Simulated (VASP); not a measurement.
KZr2Cl6:

```
CELL_PARAMETERS angstrom
4.69159 0.00000 0.00000
-2.34579 4.06304 0.00000
0.00000 0.00000 11.49200
ATOMIC_POSITIONS crystal
K 0.00000 0.00000 0.00000
Zr 0.33333 0.66667 0.66667
Zr 0.66667 0.33333 0.33333
Cl 0.66667 0.33333 0.58333
Cl 0.00000 0.00000 0.25000
Cl 0.33333 0.66667 0.91667
Cl 0.33333 0.66667 0.41667
Cl 0.66667 0.33333 0.08333
Cl 0.00000 0.00000 0.75000
```

* Program: VASP 6.6.1
* Task: relaxation of cell and atoms
* Functional: PBE
* Potentials or basis: VASP PAW PBE potentials, release 64 (K_sv, Zr_sv, Cl)
* Cutoff: 600 eV
* k mesh: 6 × 6 × 2
* Occupations: gaussian, width 0.1 eV
* Spin: no spin polarisation

At the start: pressure -2.0 GPa; volume 24.34 Å³/atom.

Question: Where does the relaxation end?

Answer: Over 25 steps the energy falls by 205.1 meV/atom and the volume is 24.93 Å³/atom (+2.4 %); space group P-3m1 (No. 164, to 0.1 Å) before and after.

Step by step:
| step | energy change (eV) | largest force (eV/Å) | pressure (GPa) | volume (Å³) |
| --- | --- | --- | --- | --- |
| 1 | 0.0000 | 2.1575 | -1.99 | 219.06 |
| 2 | -0.7464 | 1.3778 | 0.57 | 209.57 |
| 3 | -0.8891 | 1.0873 | 3.68 | 202.38 |
| 4 | -0.9047 | 1.1275 | 2.72 | 204.28 |
| 5 | -1.2273 | 0.7050 | 0.82 | 213.54 |
| 6 | -1.3262 | 0.9358 | -0.55 | 223.16 |
| 7 | -1.5176 | 0.5423 | -1.42 | 224.89 |
| 8 | -1.5318 | 0.7701 | -1.57 | 225.42 |
| 9 | -1.6536 | 0.5517 | 0.94 | 215.46 |
| 10 | -1.6537 | 0.5428 | 1.05 | 215.09 |
| 11 | -1.7432 | 0.3456 | 0.87 | 217.33 |
| 12 | -1.7636 | 0.6588 | 0.83 | 218.97 |
| 13 | -1.8083 | 0.1914 | -0.97 | 227.06 |
| 14 | -1.8104 | 0.2659 | -0.68 | 225.59 |
| 15 | -1.8324 | 0.1408 | -0.18 | 223.20 |
| 16 | -1.8343 | 0.1571 | 0.04 | 222.28 |
| 17 | -1.8390 | 0.0715 | 0.26 | 221.98 |
| 18 | -1.8392 | 0.0705 | 0.31 | 221.91 |
| 19 | -1.8424 | 0.0793 | -0.05 | 224.01 |
| 20 | -1.8425 | 0.0802 | -0.10 | 224.29 |
| 21 | -1.8442 | 0.0621 | -0.10 | 224.35 |
| 22 | -1.8448 | 0.0614 | -0.09 | 224.43 |
| 23 | -1.8457 | 0.0480 | 0.08 | 223.95 |
| 24 | -1.8457 | 0.0481 | 0.11 | 223.87 |
| 25 | -1.8463 | 0.0270 | 0.03 | 224.40 |

Final structure:
```
K Zr Cl
1.0
     4.54899    0.00000    0.00000
    -2.27450    3.93954    0.00000
     0.00000    0.00000   12.52167
K Zr Cl
1 2 6
Direct
  0.00000 0.00000 0.00000
  0.33333 0.66667 0.65841
  0.66667 0.33333 0.34159
  0.66667 0.33333 0.56619
  0.00000 0.00000 0.30154
  0.33333 0.66667 0.86447
  0.33333 0.66667 0.43381
  0.66667 0.33333 0.13553
  0.00000 0.00000 0.69846
```

Caveat: an odd number of electrons without spin polarisation forces a metal; a magnetic or distorted state may lie lower.
